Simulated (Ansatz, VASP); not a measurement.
Si in VASP and in Ansatz

The input POSCAR:

```
Si
1.0
   -1.5781074821      1.5781074821      1.3401347978
    1.5781074821     -1.5781074821      1.3401347978
    1.5781074821      1.5781074821     -1.3401347978
Si
1
Direct
    0.0000000000      0.0000000000      0.0000000000
```

File INCAR.step1:

```
PREC = Accurate
ENCUT = 520
ISMEAR = 0
SIGMA = 0.15
LREAL = False
LASPH = True
NELM = 60
NBANDS = 8
GGA = PE
ALGO = Normal
EDIFF = 1E-4
LWAVE = True
LCHARG = False
```

File INCAR.step2:

```
PREC = Accurate
ENCUT = 520
EDIFF = 1E-6
ISMEAR = 0
SIGMA = 0.15
LREAL = False
LASPH = True
NELM = 60
ALGO = Normal
ISIF = 2
LWAVE = False
LCHARG = False
METAGGA = R2SCAN
LMIXTAU = True
NBANDS = 8
ISTART = 1
```

Contents of KPOINTS:

```
regular mesh
0
Gamma
  22 22 22
```

Input for Ansatz:

```yaml
crystal:
  lattice:
    - [-1.5781074821, 1.5781074821, 1.3401347978]
    - [1.5781074821, -1.5781074821, 1.3401347978]
    - [1.5781074821, 1.5781074821, -1.3401347978]
  atoms:
    - { symbol: Si, position: [0.0, 0.0, 0.0] }
basis:
  ecutwfc: 500
kpoints:
  mp_grid: { grid: [22, 22, 22] }
hamiltonian:
  xc: r2scan
scf:
  occupations: { method: gaussian, width: 0.15 }
output:
  forces: true
  stress: true
  eigenvalues: true
```

Change from the starting cell: strain -0.030 along x and y, +0.015 along z, atoms carried along.

Alike in both runs: task single point; functional r2SCAN; k mesh 22 × 22 × 22; occupations gaussian, width 0.15 eV; no spin polarisation.

```csv
,VASP,Ansatz
version,VASP 6.6.1,Ansatz 0.2.0
potentials or method,"VASP PAW PBE potentials, release 64 (Si), cutoff 520 eV","scalar-relativistic, plane waves, PAW"
valence electrons in the cell,4,4
```

Ansatz gave:

* gap on the k mesh at the Fermi level (eV): none
* pressure (GPa): 4.8
* traceless stress, the component that is largest in VASP (GPa): -3.75

**Question.** Which values does VASP return?

**Answer.** gap on the k mesh at the Fermi level (eV): none; pressure (GPa): 4.9; traceless stress, the component that is largest in VASP (GPa): -3.77.

VASP's potentials were made for PBE, not for r2SCAN. A gap of «none» marks a metal or a gap that the smearing closes. With one functional, cell and mesh, what is left measures potentials, basis and numerics.
